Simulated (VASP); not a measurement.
# BAs (F-43m) in VASP: further runs

Runs on BAs. Level: PBEsol. Tasks: vibrations by perturbation theory.

All numbers are computed with VASP 6.6.1; they aren't measurements. Logs are shortened: lines on timing, memory, paths and dates and some standing lists are left out, and cuts for length are marked.

**1. The cell of the first run**

Symmetry: F-43m, No. 216, cubic system. The conventional cell has a = 4.746 Å, b = 4.746 Å, c = 4.746 Å, α = 90.00°, β = 90.00°, γ = 90.00°. B (site symmetry -43m) has 4 As at 2.06 Å within 2.7 Å. Within 2.7 Å of As (site symmetry -43m) lie 4 B at 2.06 Å.

**2. Vibrations by perturbation theory, PBEsol**

File INCAR:

```
SYSTEM = BAs
ALGO = Normal ; EDIFF = 1E-8
ENCUT = 520 ; GGA = PS
IBRION = 8 ; ISIF = 2
ISMEAR = 0 ; LASPH = .TRUE.
LCHARG = .TRUE. ; LEPSILON = .TRUE.
LREAL = .FALSE. ; LWAVE = .FALSE.
NELM = 60 ; NSW = 1
PREC = Accurate ; SIGMA = 0.01
```

File KPOINTS:

```
k-points
0
G
  10 10 10
  0 0 0
```

File POSCAR:

```
BAs
1.0
    0.0000000000      2.3729498159      2.3729498159
    2.3729498159      0.0000000000      2.3729498159
    2.3729498159      2.3729498159      0.0000000000
B As
1 1
Direct
    0.0000000000      0.0000000000      0.0000000000
    0.7500000000      0.7500000000      0.7500000000
```

Potentials or basis: VASP PAW PBE potentials, release 64 (B, As).

Command:

```bash
> cat potpaw_PBE.64/B/POTCAR potpaw_PBE.64/As/POTCAR > POTCAR
> mpirun -np 1 vasp_std > vasp.out
```

OUTCAR:

```text
SYSTEM = BAs
   EDIFF = 1E-8
   ENCUT = 520
   GGA = PS
   IBRION = 8
   ISIF = 2
   ISMEAR = 0
   LASPH = .TRUE.
   LEPSILON = .TRUE.
   LREAL = .FALSE.
   NELM = 60
   NSW = 1
   PREC = Accurate

 ion  position               nearest neighbor table
   1  0.000  0.000  0.000-   2 2.06   2 2.06   2 2.06   2 2.06
   2  0.750  0.750  0.750-   1 2.06   1 2.06   1 2.06   1 2.06

  LATTYP: Found a face centered cubic cell.
 ALAT       =     4.7458996318

  Lattice vectors:

 A1 = (   0.0000000000,   2.3729498159,   2.3729498159)
 A2 = (   2.3729498159,   0.0000000000,   2.3729498159)
 A3 = (   2.3729498159,   2.3729498159,   0.0000000000)

Analysis of symmetry for initial positions (statically):
=====================================================================
 Subroutine PRICEL returns:
 Original cell was already a primitive cell.

 Routine SETGRP: Setting up the symmetry group for a
 face centered cubic supercell.

 Subroutine GETGRP returns: Found 24 space group operations
 (whereof 24 operations were pure point group operations)
 out of a pool of 48 trial point group operations.

The static configuration has the point symmetry T_d .

Analysis of symmetry for dynamics (positions and initial velocities):
=====================================================================
 Subroutine PRICEL returns:
 Original cell was already a primitive cell.

 Routine SETGRP: Setting up the symmetry group for a
 face centered cubic supercell.

 Subroutine GETGRP returns: Found 24 space group operations
 (whereof 24 operations were pure point group operations)
 out of a pool of 48 trial point group operations.

The dynamic configuration has the point symmetry T_d .

 Subroutine INISYM returns: Found 24 space group operations
 (whereof 24 operations are pure point group operations),
 and found     1 'primitive' translations

[... 497 lines left out ...]
     0.00000  7.99614  0.00656

 MACROSCOPIC STATIC DIELECTRIC TENSOR (including local field effects in DFT)
 ------------------------------------------------------
           9.916515    -0.000000     0.000000
          -0.000000     9.916515     0.000000
          -0.000000    -0.000000     9.916515
 ------------------------------------------------------

 PIEZOELECTRIC TENSOR (including local field effects)  for field in x, y, z        (e  Angst)
          XX          YY          ZZ          XY          YZ          ZX
  --------------------------------------------------------------------------------
  x    -0.00000     0.00000    -0.00000     0.00000    -0.18497     0.00000
  y     0.00000    -0.00000    -0.00000     0.00000     0.00000    -0.18497
  z     0.00000    -0.00000    -0.00000    -0.18497     0.00000     0.00000

 PIEZOELECTRIC TENSOR (including local field effects)  for field in x, y, z        (C/m^2)
          XX          YY          ZZ          XY          YZ          ZX
  --------------------------------------------------------------------------------
  x    -0.00000     0.00000    -0.00000     0.00000    -0.11090     0.00000
  y     0.00000    -0.00000    -0.00000     0.00000     0.00000    -0.11090
  z     0.00000    -0.00000    -0.00000    -0.11090     0.00000     0.00000

 BORN EFFECTIVE CHARGES (including local field effects) (in |e|, cummulative output)
 ---------------------------------------------------------------------------------
 ion    1
    1    -0.56193     0.00000    -0.00000
    2    -0.00000    -0.56193    -0.00000
    3     0.00000    -0.00000    -0.56193
 ion    2
    1     0.56193    -0.00000     0.00000
    2     0.00000     0.56193     0.00000
    3    -0.00000     0.00000     0.56193

 INTERNAL STRAIN TENSOR FOR ION    2 for displacements in x,y,z  (eV/Angst):
          X           Y           Z          XY          YZ          ZX
  --------------------------------------------------------------------------------
  x    -0.00000     0.00000     0.00000     0.00000     7.99614     0.00000
  y     0.00000     0.00000     0.00000     0.00000     0.00000     7.99614
  z     0.00000     0.00000    -0.00000     7.99614     0.00000     0.00000

 SECOND DERIVATIVES (NOT SYMMETRIZED)
 ------------------------------------
               1X          1Y          1Z          2X          2Y          2Z
  1X   -17.309766    0.000000    0.000000   17.309766    0.000000    0.000000
  1Y     0.000000  -17.309766    0.000000    0.000000   17.309766    0.000000
  1Z     0.000000    0.000000  -17.309766    0.000000    0.000000   17.309766
  2X    17.306862    0.000000    0.000000  -17.306862    0.000000    0.000000
  2Y     0.000000   17.306862    0.000000    0.000000  -17.306862    0.000000
  2Z     0.000000    0.000000   17.306862    0.000000    0.000000  -17.306862

 Eigenvectors and eigenvalues of the dynamical matrix
 ----------------------------------------------------

   1 f  =   21.160607 THz   132.956017 2PiTHz  705.841881 cm-1    87.513200 meV
             X         Y         Z           dx          dy          dz
      0.000000  0.000000  0.000000     0.000000    0.934836    0.000000
      3.559425  3.559425  3.559425     0.000000   -0.355081    0.000000
[... 21 lines left out ...]
   6 f/i=    0.000589 THz     0.003702 2PiTHz    0.019654 cm-1     0.002437 meV
             X         Y         Z           dx          dy          dz
      0.000000  0.000000  0.000000     0.000000    0.000000   -0.355081
      3.559425  3.559425  3.559425     0.000000    0.000000   -0.934836

--------------------------------------------------------------------------------------------------------

 MACROSCOPIC STATIC DIELECTRIC TENSOR IONIC CONTRIBUTION
 ------------------------------------------------------
           0.123531    -0.000000     0.000000
           0.000000     0.123531    -0.000000
           0.000000    -0.000000     0.123531
 ------------------------------------------------------

 ELASTIC MODULI CONTR FROM IONIC RELAXATION (kBar)
 Direction    XX          YY          ZZ          XY          YZ          ZX
 --------------------------------------------------------------------------------
 XX          -0.0000     -0.0000      0.0000     -0.0000      0.0000     -0.0000
 YY          -0.0000     -0.0000     -0.0000     -0.0000     -0.0000     -0.0000
 ZZ           0.0000     -0.0000     -0.0000      0.0000     -0.0000     -0.0000
 XY          -0.0000     -0.0000      0.0000   -231.6208     -0.0000      0.0000
 YZ           0.0000     -0.0000     -0.0000     -0.0000   -231.6208     -0.0000
 ZX          -0.0000     -0.0000     -0.0000      0.0000      0.0000   -231.6208
 --------------------------------------------------------------------------------

 PIEZOELECTRIC TENSOR IONIC CONTR  for field in x, y, z        (C/m^2)
          XX          YY          ZZ          XY          YZ          ZX
  --------------------------------------------------------------------------------
  x    -0.00000     0.00000     0.00000     0.00000     0.15917     0.00000
  y     0.00000     0.00000     0.00000    -0.00000    -0.00000     0.15917
  z     0.00000     0.00000    -0.00000     0.15917     0.00000    -0.00000
```

OSZICAR:

```text
N       E                     dE             d eps       ncg     rms          rms(c)
DAV:   1     0.129589279863E+02    0.12959E+02   -0.39769E+03   752   0.887E+02
DAV:   2    -0.125231796113E+02   -0.25482E+02   -0.24409E+02  1136   0.109E+02
DAV:   3    -0.128439356655E+02   -0.32076E+00   -0.32076E+00   864   0.169E+01
DAV:   4    -0.128443439568E+02   -0.40829E-03   -0.40829E-03  1144   0.657E-01
[... 141 lines left out ...]
RMM:   6    -0.366471796357E-01    0.24007E-05    0.29975E-06  4534   0.944E-04    0.173E-04
RMM:   7    -0.366466790224E-01    0.50061E-06    0.74480E-07  4710   0.147E-04    0.568E-05
RMM:   8    -0.366464748842E-01    0.20414E-06    0.21191E-07  4750   0.557E-05    0.139E-05
RMM:   9    -0.366465555683E-01   -0.80684E-07    0.36622E-08  4845   0.146E-05    0.901E-07
RMM:  10    -0.366465564598E-01   -0.89142E-09    0.14316E-08  3082   0.109E-06    0.566E-07
 Linear response finished
```

Wall time 10 min (1 thread of Intel Xeon 8259CL, shared host); peak memory 0.25 GiB.

What came out:

- Electronic dielectric tensor (diagonal): 9.92
- Born charges (mean of the diagonal): B -0.56; As +0.56 e
- Highest phonon frequency at Γ, LO-TO splitting left out: 706 cm⁻¹

Phonon frequencies in cm⁻¹ (negative: imaginary):
| q point | frequencies |
| --- | --- |
| (0.000, 0.000, 0.000) | 0 0 0 706 706 706 |

Electronic dielectric tensor:
```
9.92 0.00 0.00
0.00 9.92 0.00
0.00 0.00 9.92
```

Born effective charge tensors (e):
atom 1, B
```
-0.56  0.00  0.00
 0.00 -0.56  0.00
 0.00  0.00 -0.56
```
atom 2, As
```
0.56 0.00 0.00
0.00 0.56 0.00
0.00 0.00 0.56
```

Caveat: the cell stands under pressure or tension, which shifts response properties.

(Part 1 of 2 ends here.)
